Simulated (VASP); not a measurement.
# CuSi8Ni8 (a cell with a defect) (Cu interstitial hop) in VASP: single point with PBE

Aim: the single point of CuSi8Ni8 (a cell with a defect) (Cu interstitial hop) with PBE.

Program: VASP 6.6.1. These are calculated values, not measurements. Logs are shortened: lines on timing, memory, paths and dates and some standing lists are left out, and cuts for length are marked.

### 1 The cell of the first run

The cell holds a defect, 17 atoms: a = 6.648 Å, b = 7.729 Å, c = 6.180 Å, α = 55.77°, β = 74.00°, γ = 50.23°.

### 2 Single point, PBE

INCAR

```
SYSTEM = CuSi8Ni8
PREC = Accurate
ENCUT = 520
EDIFF = 1E-6
ISMEAR = -1
SIGMA = 0.5
LREAL = Auto
LASPH = .TRUE.
NELM = 80
ALGO = Normal
ISIF = 2
LWAVE = .FALSE.
LCHARG = .FALSE.
GGA = PE
NBANDS = 76
```

KPOINTS

```
regular mesh
0
G
  4 4 4
  0 0 0
```

POSCAR

```
CuSi8Ni8
1.0
    0.0000000000      3.3651339800      5.7333422500
    5.1836640600      0.0000000000      5.7333422500
    5.1836640600      3.3651339800      0.0000000000
Si Ni Cu
8 8 1
Direct
    0.2467515213      0.3264474710      0.5058936973
    0.8518821411      0.8764669732      0.8534261866
    0.2599079547      0.1683068445     -0.0014011596
    0.6641195591      0.6205424545      0.6540879852
    0.1542303472      0.7473620878      0.5771027927
    0.7074177010      0.2311950253      0.0795191686
    0.3592924223      0.7475419028      0.9299186539
    0.8024752933      0.2629240382      0.4211615737
    0.2563092135      0.4503074201      0.0573823085
    0.6880711313      0.9683169903      0.4950743314
    0.2562013383      0.0436740093      0.4465576050
    0.8240320883      0.5307494093      1.0107958967
    0.0713312939      0.7793147668      0.2148935654
    0.5113726760      0.3064316335      0.7220798476
    0.4437346192      0.7135711390      0.2935620277
    0.9939591017      0.1886434196      0.7777751102
    0.7580102895      0.7458367903      0.2539506072
```

Potentials or basis: VASP PAW PBE potentials, release 64 (Si, Ni, Cu).

Launch:

```
$ cat potpaw_PBE.64/Si/POTCAR potpaw_PBE.64/Ni/POTCAR potpaw_PBE.64/Cu/POTCAR > POTCAR
$ mpirun -np 1 vasp_std > vasp.out
```

OUTCAR:

```text
SYSTEM = CuSi8Ni8
   PREC = Accurate
   ENCUT = 520
   EDIFF = 1E-6
   ISMEAR = -1
   LREAL = Auto
   LASPH = .TRUE.
   NELM = 80
   ISIF = 2
   GGA = PE

 ion  position               nearest neighbor table
   1  0.247  0.326  0.506-  16 2.35   9 2.37  14 2.37  11 2.37  13 2.39  10 2.45   3 2.57  17 2.67

   2  0.852  0.876  0.853-  17 2.16  10 2.27  14 2.28   5 2.33   9 2.35  12 2.39  13 2.49   8 2.53
                            16 2.89   7 2.94
   3  0.260  0.168  0.999-  14 2.35  11 2.36  15 2.39   9 2.39  16 2.40  12 2.45   1 2.57  17 2.71
                             7 3.14
   4  0.664  0.621  0.654-  17 2.16  12 2.26  16 2.29   7 2.33  11 2.35  10 2.39  15 2.51   6 2.54
                             5 2.96  14 2.98
   5  0.154  0.747  0.577-  15 2.20  13 2.29   2 2.33  14 2.33  10 2.43  11 2.44   9 2.45   8 2.70
                             7 2.87   4 2.96
   6  0.707  0.231  0.080-  10 2.24  16 2.27   9 2.31  13 2.40  14 2.47   8 2.54   4 2.54  12 2.67
                             7 2.71
   7  0.359  0.748  0.930-  13 2.20  15 2.30   4 2.33  16 2.34  12 2.43   9 2.46  11 2.46   6 2.71
                             5 2.87   2 2.94   3 3.14
   8  0.802  0.263  0.421-  12 2.24  14 2.28  11 2.33  15 2.40  16 2.45   2 2.53   6 2.54  10 2.61
                             5 2.70
   9  0.256  0.450  0.057-   6 2.31   2 2.35   1 2.37   3 2.39   5 2.45   7 2.46  14 2.58  12 2.59
                            13 2.66  11 2.68  10 2.95
  10  0.688  0.968  0.495-   6 2.24   2 2.27   4 2.39   5 2.43   1 2.45  11 2.61   8 2.61  17 2.62
                            13 2.70  12 2.82   9 2.95  14 3.08
  11  0.256  0.044  0.447-   8 2.33   4 2.35   3 2.36   1 2.37   5 2.44   7 2.46  16 2.57  10 2.61
                            15 2.64   9 2.68  12 2.95
  12  0.824  0.531  0.011-   8 2.24   4 2.26   2 2.39   7 2.43   3 2.45   9 2.59  17 2.59   6 2.67
                            15 2.69  10 2.82  11 2.95
  13  0.071  0.779  0.215-  17 2.19   7 2.20   5 2.29  15 2.32   1 2.39   6 2.40   2 2.49  16 2.58
                             9 2.66  10 2.70
  14  0.511  0.306  0.722-   2 2.28   8 2.28   5 2.33   3 2.35   1 2.37   6 2.47  15 2.57   9 2.58
                            16 2.79   4 2.98  10 3.08
  15  0.444  0.714  0.294-  17 2.19   5 2.20   7 2.30  13 2.32   3 2.39   8 2.40   4 2.51  14 2.57
                            11 2.64  12 2.69
  16  0.994  0.189  0.778-   6 2.27   4 2.29   7 2.34   1 2.35   3 2.40   8 2.45  11 2.57  13 2.58
                            14 2.79   2 2.89
  17  0.758  0.746  0.254-   4 2.16   2 2.16  15 2.19  13 2.19  12 2.59  10 2.62   1 2.67   3 2.71

  LATTYP: Found a face centered orthorhombic cell.
 ALAT       =     6.7302679600
 B/A-ratio  =     1.5404034701
 C/A-ratio  =     1.7037485830

  Lattice vectors:

 A1 = (   5.1836640600,   0.0000000000,  -5.7333422500)
 A2 = (   0.0000000000,   3.3651339800,  -5.7333422500)
 A3 = (   5.1836640600,   3.3651339800,   0.0000000000)

Analysis of symmetry for initial positions (statically):
=====================================================================
 Subroutine PRICEL returns:
 Original cell was already a primitive cell.

 Routine SETGRP: Setting up the symmetry group for a
 face centered orthorhombic supercell.

 Subroutine GETGRP returns: Found  1 space group operations
 (whereof  1 operations were pure point group operations)
 out of a pool of  8 trial point group operations.

The static configuration has the point symmetry C_1 .

Analysis of symmetry for dynamics (positions and initial velocities):
=====================================================================
 Subroutine PRICEL returns:
 Original cell was already a primitive cell.

 Routine SETGRP: Setting up the symmetry group for a
 face centered orthorhombic supercell.

 Subroutine GETGRP returns: Found  1 space group operations
 (whereof  1 operations were pure point group operations)
 out of a pool of  8 trial point group operations.

The dynamic configuration has the point symmetry C_1 .

 Subroutine INISYM returns: Found  1 space group operations
 (whereof  1 operations are pure point group operations),
 and found     1 'primitive' translations

----------------------------------------------------------------------------------------

                                     Primitive cell

  volume of cell :     200.0217

  direct lattice vectors                    reciprocal lattice vectors
     0.000000000  3.365133980  5.733342250    -0.096456868  0.148582494  0.087209167
     5.183664060  0.000000000  5.733342250     0.096456868 -0.148582494  0.087209167
     5.183664060  3.365133980  0.000000000     0.096456868  0.148582494 -0.087209167

  length of vectors
     6.647957586  7.729268170  6.180169884     0.197449041  0.197449041  0.197449041
[... 52 lines left out ...]
     0.024114217 -0.037145624  0.021802292     0.000000000  0.250000000  0.000000000
     0.024114217  0.037145624 -0.021802292    -0.000000000 -0.000000000  0.250000000

  Length of vectors
     0.049362260  0.049362260  0.049362260

  Shift w.r.t. Gamma in fractional coordinates (k-lattice)
     0.000000000  0.000000000  0.000000000

 Subroutine IBZKPT returns following result:
 ===========================================

 Found     36 irreducible k-points:

 Following reciprocal coordinates:
            Coordinates               Weight
  0.000000  0.000000  0.000000      1.000000
  0.250000  0.000000  0.000000      2.000000
  0.000000  0.000000  0.250000      2.000000
 -0.250000 -0.250000 -0.250000      2.000000
  0.000000  0.250000  0.000000      2.000000
  0.500000  0.000000  0.000000      1.000000
[... 16 lines left out ...]
 -0.250000  0.000000  0.250000      2.000000
  0.250000  0.500000  0.250000      2.000000
 [... further k-points ...]
   k-points           NKPTS =     36   k-points in BZ     NKDIM =     36   number of bands    NBANDS=     76
   number of dos      NEDOS =    301   number of ions     NIONS =     17
   total plane-waves  NPLWV = 144000
   dimension x,y,z NGX =    50 NGY =   60 NGZ =   48
   dimension x,y,z NGXF=   100 NGYF=  120 NGZF=   96
   ions per type =               8   8   1
   NGX,Y,Z   is equivalent  to a cutoff of  12.50, 12.91, 12.91 a.u.
   NGXF,Y,Z  is equivalent  to a cutoff of  25.01, 25.81, 25.82 a.u.
 SYSTEM =  CuSi8Ni8
   PREC   = accura    normal or accurate (medium, high low for compatibility)
   ISTART =      0    job   : 0-new  1-cont  2-samecut
   ICHARG =      2    charge: 1-file 2-atom 10-const
   ISPIN  =      1    spin polarized calculation?
   LNONCOLLINEAR =      F non collinear calculations
   LSORBIT =      F    spin-orbit coupling
   LASPH  =      T    aspherical Exc in radial PAW
   ENCUT  =  520.0 eV  38.22 Ry    6.18 a.u.  12.36 14.37 11.49*2*pi/ulx,y,z
   NELM   =     80;   NELMIN=  2; NELMDL= -5     # of ELM steps
   EDIFF  = 0.1E-05   stopping-criterion for ELM
   LREAL  =      T    real-space projection
   EDIFFG = 0.1E-04   stopping-criterion for IOM
   NSW    =      0    number of steps for IOM
   IBRION =     -1    ionic relax: 0-MD 1-quasi-New 2-CG
   NFREE  =      0    steps in history (QN), initial steepest desc. (CG)
   ISIF   =      2    stress and relaxation
   ISYM   =      2    0-nonsym 1-usesym 2-fastsym
   POTIM  = 0.5000    time-step for ionic-motion
   TEBEG  =    0.0;   TEEND  =   0.0 temperature during run
   PSTRESS=    0.0 pullay stress
   NELECT =     123.0000    total number of electrons
   NUPDOWN=      -1.0000    fix difference up-down
   EMIN   =  10.00;   EMAX   =-10.00  energy-range for DOS
   EFERMI =   0.00;   METHOD = LEGACY
   ISMEAR =    -1;   SIGMA  =   0.50  broadening in eV -4-tet -1-fermi 0-gaus
   EFERMI_NEDOS =   21; number of points for ismear=-14 and -15
   IALGO  =     38    algorithm
   IMIX   =      4    mixing-type and parameters
     AMIX     =   0.40;   BMIX     =  1.00
     AMIX_MAG =   1.60;   BMIX_MAG =  1.00
  volume/ion in A,a.u.               =      11.77        79.40
  Fermi-wavevector in a.u.,A,eV,Ry     =   1.392144  2.630771 26.368976  1.938065
  Thomas-Fermi vector in A             =   2.515915
   LORBIT       =      0    0 simple, 1 ext, 2 COOP (PROOUT), +10 PAW based schemes
   GGA     = PE    functional components
   LHFCALC =     F    Hartree Fock is set to
   AEXX    =    0.0000 exact exchange contribution
   IVDW    =     0    specifies the selected vdW correction
   LEPSILON=     F    determine dielectric tensor
   LRPA    =     F    only Hartree local field effects (RPA)
 non-spin polarized calculation
  energy-cutoff  :      520.00
  volume of cell :      200.02
 maximum number of plane-waves:      5411
 NGX is ok and might be reduce to    50
   NGX = 25   NGY = 29   NGZ = 23

 number of electron     123.0000003 magnetization

 Free energy of the ion-electron system (eV)
  ---------------------------------------------------
  ext. energy  EPLUGINS =         0.00000000
  ---------------------------------------------------
  free energy    TOTEN  =       -98.06504847 eV

  energy without entropy =      -91.73388664  energy(sigma->0) =      -94.89946756

 E-fermi :  10.7544     XC(G=0): -12.3758

 val. band max:       10.7443943234   @ k =   0.5000   0.0000   0.2500
 cond. band min:      10.7585129194   @ k =   0.0000   0.5000   0.0000
 fundamental gap:      0.0141185959
 Fermi energy:        10.7543820342

 k-point     1 :       0.0000    0.0000    0.0000
  band No.  band energies     occupation
      1      -2.6685      2.00000
      2       0.3102      2.00000
      3       1.0236      2.00000
      4       1.5414      2.00000
      5       2.2487      2.00000
      6       2.3534      2.00000
[... 1813 lines left out ...]
     72      13.8930      0.00375
     73      14.0724      0.00262

 [... further k-points ...]

 [bands above 73 left out]

------------------------ aborting loop because EDIFF is reached ----------------------------------------

  FORCE on cell =-STRESS in cart. coord.  units (eV):
  Direction    XX          YY          ZZ          XY          YZ          ZX
  --------------------------------------------------------------------------------------
  -------------------------------------------------------------------------------------
  Total       16.0967209     12.7149869     21.8737323      3.8935965      1.6317390     -8.8343633
  in kB      128.9350301    101.8472780    175.2089971     31.1877797     13.0702592    -70.7634122
  external PRESSURE =     135.3304351 kB  Pullay stress =       0.0000000 kB

 VOLUME and BASIS-vectors are now :
 -----------------------------------------------------------------------------
  energy-cutoff  :      520.00
  volume of cell :      200.02
      direct lattice vectors                 reciprocal lattice vectors
     0.000000000  3.365133980  5.733342250    -0.096456868  0.148582494  0.087209167
     5.183664060  0.000000000  5.733342250     0.096456868 -0.148582494  0.087209167
     5.183664060  3.365133980  0.000000000     0.096456868  0.148582494 -0.087209167

 POSITION                                       TOTAL-FORCE (eV/Angst)
 -----------------------------------------------------------------------------------
      4.31458      2.53275      3.28635        -0.001291      0.001927      0.016435
      8.96719      5.73859      9.90922        -0.002151      0.015930      0.029970
      6.04885      4.23504      2.45510        -0.005345     -0.005722      0.014456
      6.60726      4.43595      7.36541         0.004302     -0.000097     -0.020985
      6.86558      2.46103      5.16914         0.009500      0.008830     -0.014438
      1.61064      2.64815      5.38139         0.029006     -0.013347     -0.009501
[... 9 lines left out ...]
      5.00959      5.96212      6.78027        -0.024144      0.000069     -0.004727
      5.18256      3.40538      8.62207         0.009331     -0.003747     -0.020112
 -----------------------------------------------------------------------------------
    total drift:                               -0.001632      0.001289      0.000831

  FREE ENERGIE OF THE ION-ELECTRON SYSTEM (eV)
  ---------------------------------------------------
  free  energy   TOTEN  =       -98.0650484725 eV

  energy  without entropy=      -91.7338866449  energy(sigma->0) =      -94.89946756
```

It took 18 min on 1 thread of Intel Xeon 6975P-C (Granite Rapids), shared host; peak memory 0.58 GiB.

What came out:

```yaml
Free_energy: -98.0650 eV
Pressure: 13.5 GPa
Largest_force: 0.034 eV/Å
```

Forces in eV/Å, atoms in the order of the input:
```
Si  -0.001  0.002  0.016
Si  -0.002  0.016  0.030
Si  -0.005 -0.006  0.014
Si   0.004  0.000 -0.021
Si   0.009  0.009 -0.014
Si   0.029 -0.013 -0.010
Si  -0.022 -0.005 -0.001
Si   0.000  0.000 -0.009
Ni   0.002  0.011 -0.003
Ni   0.000 -0.015 -0.012
Ni  -0.006  0.002  0.008
Ni   0.009  0.015  0.019
Ni  -0.004  0.002  0.002
Ni   0.014 -0.004  0.003
Ni  -0.014 -0.009  0.001
Ni  -0.024  0.000 -0.005
Cu   0.009 -0.004 -0.020
```

Stress tensor (GPa, compression positive):
```
12.89  3.12 -7.08
 3.12 10.18  1.31
-7.08  1.31 17.52
```

Spin polarisation is off, so any magnetic state and its effect on volume and gap are missing.
